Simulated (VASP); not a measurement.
Set up this calculation in VASP 6.6.1, as the native input.

| Item | Value |
| --- | --- |
| Task | single point |
| Functional | PBE |
| Potentials or basis | VASP PAW PBE potentials, release 64 (Cd, Se) |
| Cutoff | 500 eV |
| k mesh | 14 × 14 × 14 |
| Occupations | fermi-dirac, width 0.08 eV |
| Spin | no spin polarisation |
| Dipole correction | no |
| Further INCAR settings | ALGO = Normal; EDIFF = 1e-06; NBANDS = 16 |

The structure of CdSe (rocksalt type) lies in POSCAR:

```
CdSe
1.0
    0.0000000000      2.7179716617      2.7179716617
    2.7179716617      0.0000000000      2.7179716617
    2.7179716617      2.7179716617      0.0000000000
Cd Se
1 1
Direct
    0.0000000000      0.0000000000      0.0000000000
    0.5000000000      0.5000000000      0.5000000000
```

These files were run (other wordings do the same):

INCAR

```
SYSTEM = CdSe
  PREC = Accurate
  ENCUT = 500
  EDIFF = 1E-6
  ISMEAR = -1
  SIGMA = 0.08
  LREAL = .FALSE.
  LASPH = .TRUE.
  NELM = 120
  ALGO = Normal
  ISIF = 2
  LWAVE = .FALSE.
  LCHARG = .FALSE.
  GGA = PE
  NBANDS = 16
  GGA_COMPAT = .FALSE.
```

KPOINTS

```
Automatic mesh
0
G
  14 14 14
  0 0 0
```

Potentials or basis: VASP PAW PBE potentials, release 64 (Cd, Se).

Launch:

```console
$ cat potpaw_PBE.64/Cd/POTCAR potpaw_PBE.64/Se/POTCAR > POTCAR
$ mpirun -np 1 vasp_std > vasp.out
```

It gave:

The pressure is 15.1 GPa and the band gap on the k mesh is zero (bands 9 and 10 overlap by 0.50 eV).

Caveat: the cell stands under pressure; semilocal functionals underestimate gaps, so a narrow gap can read as zero.

Wall time 55 s on 1 thread of Intel(R) Xeon(R) Platinum 8259CL CPU @ 2.50GHz (Skylake/Cascade Lake), with other jobs on the host, peak memory 0.2 GiB.
